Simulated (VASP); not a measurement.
# TaN (CsCl type) (Pm-3m) in VASP: further runs

The runs below take TaN (CsCl type) through single point, relaxation of cell and atoms, with PBE.

Program: VASP 6.6.1. These are calculated values, not measurements. Logs are shortened: lines on timing, memory, paths and dates and some standing lists are left out, and cuts for length are marked.

### Step 1. The cell of the first run

Symmetry: Pm-3m, No. 221, cubic system. The conventional cell has a = 2.682 Å, b = 2.682 Å, c = 2.682 Å, α = 90.00°, β = 90.00°, γ = 90.00°. Within 3.1 Å of Ta (site symmetry m-3m) lie 8 N at 2.32 Å and 6 Ta at 2.68 Å. Within 3.1 Å of N (site symmetry m-3m) lie 8 Ta at 2.32 Å and 6 N at 2.68 Å.

### Step 2. Single point, PBE

Contents of INCAR:

```
SYSTEM = TaN
  ALGO = Normal
  EDIFF = 1E-7
  ENCUT = 520
  GGA = PE
  ISIF = 2
  ISMEAR = -1
  LASPH = .True.
  LCHARG = .False.
  LREAL = .False.
  LWAVE = .False.
  NBANDS = 15
  NELM = 60
  PREC = Accurate
  SIGMA = 0.08
```

Contents of KPOINTS:

```
k-points
0
Gamma
  14 14 14
  0 0 0
```

Contents of POSCAR:

```
TaN
1.0
    2.6815207697      0.0000000000      0.0000000000
    0.0000000000      2.6815207697      0.0000000000
    0.0000000000      0.0000000000      2.6815207697
Ta N
1 1
Direct
    0.0000000000      0.0000000000      0.0000000000
    0.5000000000      0.5000000000      0.5000000000
```

Potentials or basis: VASP PAW PBE potentials, release 64 (Ta_pv, N).

Command:

```
$ cat potpaw_PBE.64/Ta_pv/POTCAR potpaw_PBE.64/N/POTCAR > POTCAR
$ mpirun -np 1 vasp_std > vasp.out
```

OUTCAR:

```text
SYSTEM = TaN
   EDIFF = 1E-7
   ENCUT = 520
   GGA = PE
   ISIF = 2
   ISMEAR = -1
   LASPH = .True.
   LREAL = .False.
   NELM = 60
   PREC = Accurate

 ion  position               nearest neighbor table
   1  0.000  0.000  0.000-   2 2.32   2 2.32   2 2.32   2 2.32   2 2.32   2 2.32   2 2.32   2 2.32

   2  0.500  0.500  0.500-   1 2.32   1 2.32   1 2.32   1 2.32   1 2.32   1 2.32   1 2.32   1 2.32

  LATTYP: Found a simple cubic cell.
 ALAT       =     2.6815207697

  Lattice vectors:

 A1 = (   2.6815207697,   0.0000000000,   0.0000000000)
 A2 = (   0.0000000000,   2.6815207697,   0.0000000000)
 A3 = (   0.0000000000,   0.0000000000,   2.6815207697)

Analysis of symmetry for initial positions (statically):
=====================================================================
 Subroutine PRICEL returns:
 Original cell was already a primitive cell.

 Routine SETGRP: Setting up the symmetry group for a
 simple cubic supercell.

 Subroutine GETGRP returns: Found 48 space group operations
 (whereof 48 operations were pure point group operations)
 out of a pool of 48 trial point group operations.

The static configuration has the point symmetry O_h .

Analysis of symmetry for dynamics (positions and initial velocities):
=====================================================================
 Subroutine PRICEL returns:
 Original cell was already a primitive cell.

 Routine SETGRP: Setting up the symmetry group for a
 simple cubic supercell.

 Subroutine GETGRP returns: Found 48 space group operations
 (whereof 48 operations were pure point group operations)
 out of a pool of 48 trial point group operations.

The dynamic configuration has the point symmetry O_h .

 Subroutine INISYM returns: Found 48 space group operations
 (whereof 48 operations are pure point group operations),
 and found     1 'primitive' translations

----------------------------------------------------------------------------------------

                                     Primitive cell

  volume of cell :      19.2816

  direct lattice vectors                    reciprocal lattice vectors
     2.681520770  0.000000000  0.000000000     0.372922713  0.000000000  0.000000000
     0.000000000  2.681520770  0.000000000     0.000000000  0.372922713  0.000000000
[... 92 lines left out ...]
   ISYM   =      2    0-nonsym 1-usesym 2-fastsym
   POTIM  = 0.5000    time-step for ionic-motion
   TEBEG  =    0.0;   TEEND  =   0.0 temperature during run
   PSTRESS=    0.0 pullay stress
   NELECT =      16.0000    total number of electrons
   NUPDOWN=      -1.0000    fix difference up-down
   EMIN   =  10.00;   EMAX   =-10.00  energy-range for DOS
   EFERMI =   0.00;   METHOD = LEGACY
   ISMEAR =    -1;   SIGMA  =   0.08  broadening in eV -4-tet -1-fermi 0-gaus
   EFERMI_NEDOS =   21; number of points for ismear=-14 and -15
   IALGO  =     38    algorithm
   IMIX   =      4    mixing-type and parameters
     AMIX     =   0.40;   BMIX     =  1.00
     AMIX_MAG =   1.60;   BMIX_MAG =  1.00
  volume/ion in A,a.u.               =       9.64        65.06
  Fermi-wavevector in a.u.,A,eV,Ry     =   1.538392  2.907139 32.200224  2.366650
  Thomas-Fermi vector in A             =   2.644767
   LORBIT       =      0    0 simple, 1 ext, 2 COOP (PROOUT), +10 PAW based schemes
   GGA     = PE    functional components
   LHFCALC =     F    Hartree Fock is set to
   AEXX    =    0.0000 exact exchange contribution
   IVDW    =     0    specifies the selected vdW correction
   LEPSILON=     F    determine dielectric tensor
   LRPA    =     F    only Hartree local field effects (RPA)
 non-spin polarized calculation
  energy-cutoff  :      520.00
  volume of cell :       19.28
 maximum number of plane-waves:       552
 NGX is ok and might be reduce to    20
   NGX =  9   NGY =  9   NGZ =  9

 number of electron      15.9999995 magnetization

 Free energy of the ion-electron system (eV)
  ---------------------------------------------------
  ext. energy  EPLUGINS =         0.00000000
  ---------------------------------------------------
  free energy    TOTEN  =       -20.73289703 eV

  energy without entropy =      -20.73046416  energy(sigma->0) =      -20.73168059

 E-fermi :  10.2479     XC(G=0): -14.0507

 val. band max:       10.0509575990   @ k =   0.2143   0.2143   0.0714
 cond. band min:      10.3074042038   @ k =   0.2857   0.2143   0.2143
 fundamental gap:      0.2564466048
 Fermi energy:        10.2479387392

 k-point     1 :       0.0000    0.0000    0.0000
  band No.  band energies     occupation
      1     -24.8979      2.00000
      2     -24.8979      2.00000
      3     -24.8979      2.00000
      4      -8.7886      2.00000
      5       4.9279      2.00000
      6       4.9279      2.00000
      7       7.3253      2.00000
      8       7.3253      2.00000
      9       7.3253      2.00000
     10      13.3634      0.00000
     11      14.4500      0.00000
     12      14.4500      0.00000
     13      14.4501      0.00000
     14      23.1067      0.00000
[... 401 lines left out ...]
      2     -25.3804      2.00000
      3     -24.7138      2.00000
      4      -6.3936      2.00000
      5       1.5793      2.00000
      6       4.5028      2.00000
      7       6.0794      2.00000
      8       7.3574      2.00000
      9      12.6155      0.00000
     10      12.7575      0.00000
     11      13.2423      0.00000
     12      15.0398      0.00000
     13      18.6711      0.00000
     14      23.1068      0.00000
     15      23.6588      0.00000

 [... further k-points ...]

------------------------ aborting loop because EDIFF is reached ----------------------------------------

  FORCE on cell =-STRESS in cart. coord.  units (eV):
  Direction    XX          YY          ZZ          XY          YZ          ZX
  --------------------------------------------------------------------------------------
  -------------------------------------------------------------------------------------
  Total        3.5062795      3.5062795      3.5062795     -0.0000000      0.0000000     -0.0000000
  in kB      291.3490609    291.3490609    291.3490609     -0.0000000      0.0000000     -0.0000000
  external PRESSURE =     291.3490609 kB  Pullay stress =       0.0000000 kB

 VOLUME and BASIS-vectors are now :
 -----------------------------------------------------------------------------
  energy-cutoff  :      520.00
  volume of cell :       19.28
      direct lattice vectors                 reciprocal lattice vectors
     2.681520770  0.000000000  0.000000000     0.372922713  0.000000000  0.000000000
     0.000000000  2.681520770  0.000000000     0.000000000  0.372922713  0.000000000
     0.000000000  0.000000000  2.681520770     0.000000000  0.000000000  0.372922713

 POSITION                                       TOTAL-FORCE (eV/Angst)
 -----------------------------------------------------------------------------------
      0.00000      0.00000      0.00000         0.000000      0.000000      0.000000
      1.34076      1.34076      1.34076         0.000000      0.000000      0.000000
 -----------------------------------------------------------------------------------
    total drift:                                0.000000      0.000000      0.000000

  FREE ENERGIE OF THE ION-ELECTRON SYSTEM (eV)
  ---------------------------------------------------
  free  energy   TOTEN  =       -20.7328970258 eV

  energy  without entropy=      -20.7304641558  energy(sigma->0) =      -20.73168059
```

OSZICAR:

```text
N       E                     dE             d eps       ncg     rms          rms(c)
DAV:   1     0.980646822614E+02    0.98065E+02   -0.85902E+03  3600   0.112E+03
DAV:   2    -0.201529193812E+02   -0.11822E+03   -0.11089E+03  4412   0.308E+02
DAV:   3    -0.229649509729E+02   -0.28120E+01   -0.27992E+01  4069   0.465E+01
DAV:   4    -0.229738441854E+02   -0.88932E-02   -0.88921E-02  4678   0.291E+00
DAV:   5    -0.229738790142E+02   -0.34829E-04   -0.34829E-04  4134   0.168E-01    0.239E+01
DAV:   6    -0.207964604487E+02    0.21774E+01   -0.33554E+00  4307   0.215E+01    0.106E+01
DAV:   7    -0.207580719749E+02    0.38388E-01   -0.43018E-01  3782   0.542E+00    0.719E+00
DAV:   8    -0.207386097969E+02    0.19462E-01   -0.11190E-01  4552   0.290E+00    0.171E+00
DAV:   9    -0.207329563120E+02    0.56535E-02   -0.99490E-03  3971   0.822E-01    0.176E-01
DAV:  10    -0.207329489497E+02    0.73623E-05   -0.77724E-04  4447   0.312E-01    0.932E-02
DAV:  11    -0.207328977661E+02    0.51184E-04   -0.99690E-05  4111   0.922E-02    0.114E-02
DAV:  12    -0.207328975868E+02    0.17930E-06   -0.85223E-06  4118   0.278E-02    0.377E-03
DAV:  13    -0.207328970641E+02    0.52267E-06   -0.21361E-07  4249   0.616E-03    0.292E-03
DAV:  14    -0.207328970258E+02    0.38337E-07   -0.33177E-08  2045   0.169E-03
   1 F= -.20732897E+02 E0= -.20731681E+02  d E =-.243287E-02
```

stdout:

```text
POSCAR found type information on POSCAR TaN
 POSCAR found :  2 types and       2 ions
 scaLAPACK will be used
 LDA part: xc-table for (Slater+PW92), standard interpolation
 POSCAR, INCAR and KPOINTS ok, starting setup
 FFT: planning ... GRIDC
 FFT: planning ... GRID_SOFT
 FFT: planning ... GRID
 WAVECAR not read
 entering main loop
```

It took 32 s on 1 thread of Intel Xeon 8259CL, shared host; peak memory 0.15 GiB.

What came out:

```yaml
Free_energy: -20.7329 eV
Pressure: 29.1 GPa
Band_gap_on_the_k_mesh: zero (bands 8 and 9 overlap by 9.55 eV)
```

Caveat: the cell stands under pressure; spin-orbit coupling is left out, which moves the levels of the heavy elements.

### Step 3. Single point, PBE

Contents of INCAR:

```
SYSTEM = TaN
ALGO     = Normal         ! electronic algorithm
EDIFF    = 1E-6           ! SCF threshold, eV
ENCUT    = 520            ! plane-wave cutoff, eV
GGA      = PE             ! functional
ISIF     = 2              ! what is computed and relaxed
ISMEAR   = -1             ! smearing method
LASPH    = .True.         ! aspherical terms in the spheres
LCHARG   = .False.        ! write CHGCAR
LREAL    = .False.        ! projectors in reciprocal space
LWAVE    = .False.        ! write WAVECAR
NBANDS   = 15             ! bands
NELM     = 60             ! most SCF steps
PREC     = Accurate       ! precision mode
SIGMA    = 0.08           ! smearing width, eV
```

KPOINTS is that of step 2.

Contents of POSCAR:

```
TaN
1.0
    2.6818050507      0.0000000000      0.0000000000
    0.0000000000      2.6818050507      0.0000000000
    0.0000000000      0.0000000000      2.6818050507
Ta N
1 1
Direct
    0.0000000000      0.0000000000      0.0000000000
    0.5000000000      0.5000000000      0.5000000000
```

Potentials or basis: VASP PAW PBE potentials, release 64 (Ta_pv, N).

Command:

```
$ cat potpaw_PBE.64/Ta_pv/POTCAR potpaw_PBE.64/N/POTCAR > POTCAR
$ mpirun -np 1 vasp_std > vasp.out
```

Wall time 22 s (1 thread of Intel Xeon 8259CL, shared host); peak memory 0.15 GiB.

The run converged. Its results:

```
Free energy            : -20.7340 eV
Pressure               : 29.0 GPa
Band gap on the k mesh : zero (bands 8 and 9 overlap by 9.55 eV)
```

Levels at points of the mesh, in eV from the Fermi level:
| k point | band 6 | band 7 | band 8 | band 9 | band 10 | band 11 |
| --- | --- | --- | --- | --- | --- | --- |
| (0.00, 0.00, 0.00) | -5.32 | -2.92 | -2.92 | -2.92 | 3.11 | 4.20 |
| (0.50, 0.00, 0.00) | -5.05 | -5.05 | -3.99 | 4.15 | 4.86 | 5.64 |
| (0.50, 0.50, 0.00) | -6.27 | -3.98 | -2.29 | 0.65 | 0.65 | 0.98 |
| (0.50, 0.50, 0.50) | -9.83 | -9.83 | 6.62 | 6.62 | 6.62 | 7.77 |

Caveat: the cell stands under pressure; spin-orbit coupling is left out, which moves the levels of the heavy elements.

(Continued in part 2 of 2.)

The gap in the log of VASP goes by the Fermi energy; the results here count the filled bands.